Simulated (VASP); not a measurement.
A run of VASP 6.6.1:

File INCAR:

```
  PREC = Accurate
  ENCUT = 500
  EDIFF = 1E-6
  ISMEAR = 0
  SIGMA = 0.1
  LREAL = F
  LASPH = T
  NELM = 120
  ALGO = Normal
  ISIF = 2
  LWAVE = F
  LCHARG = F
  GGA = PE
  NBANDS = 27
  GGA_COMPAT = F
```

The input KPOINTS:

```
regular mesh
0
Gamma
  10 10 10
```

The input POSCAR:

```
HfSi2
1.0
    1.8412674626     -7.2960000292      0.0000000000
    1.8412674626      7.2960000292      0.0000000000
    0.0000000000      0.0000000000      3.6597919903
Hf Si
2 4
Direct
    0.8945372362      0.1054627638      0.7500000000
    0.1054627638      0.8945372362      0.2500000000
    0.5542797303      0.4457202697      0.7500000000
    0.4457202697      0.5542797303      0.2500000000
    0.2502818291      0.7497181709      0.7500000000
    0.7497181709      0.2502818291      0.2500000000
```

Potentials or basis: VASP PAW PBE potentials, release 64 (Hf_pv, Si).

The run is started by

```console
$ cat potpaw_PBE.64/Hf_pv/POTCAR potpaw_PBE.64/Si/POTCAR > POTCAR
$ mpirun -np 1 vasp_std > vasp.out
```

Hardware: 1 thread of Intel(R) Xeon(R) 6975P-C (Granite Rapids), on a shared host.

How long does it take, and how much memory?

Wall time 6 min on 1 thread of Intel(R) Xeon(R) 6975P-C (Granite Rapids), with other jobs on the host, peak memory 0.54 GiB. Counts: scf iterations 13, k points 186.
